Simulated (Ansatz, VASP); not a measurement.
Ta2N: VASP beside Ansatz

```
Ta N
1.0
     3.10114    0.00000    0.00000
    -1.55057    2.68567    0.00000
     0.00000    0.00000    4.88189
Ta N
2 1
Cartesian
  1.5506 0.8952 3.6365
  0.0000 1.7904 1.2453
  0.0000 0.0000 0.0000
```

Alike in both runs: functional PBE; k mesh 18 × 18 × 10; occupations gaussian, width 0.1 eV; no spin polarisation.

Ansatz relaxed the structure, and its values are those at the end. VASP's run is a single point on that final structure, the one shown.

|  | VASP | Ansatz |
| --- | --- | --- |
| version | VASP 6.6.1 | Ansatz 0.2.0 |
| potentials or method | VASP PAW PBE potentials, release 64 (Ta_pv, N), cutoff 520 eV | scalar-relativistic, plane waves, PAW |
| valence electrons in the cell | 27 | 31 |

Ansatz gave:

```
gap on the k mesh at the Fermi level (eV) : none
pressure (GPa)                            : 0.0
rms of the force components (eV/Å)        : 0.001
```

Question: Which values does VASP return?

Answer: gap on the k mesh at the Fermi level (eV): none; pressure (GPa): 0.4; rms of the force components (eV/Å): 0.021.

A gap of «none» marks a metal or a gap that the smearing closes. The functional is the same, so the differences come from potentials, cutoffs and numerics. VASP's potentials hold 27 valence electrons a cell and Ansatz's 31, so a difference there can come from the potentials and not from the codes.

Spin-orbit coupling is off throughout.
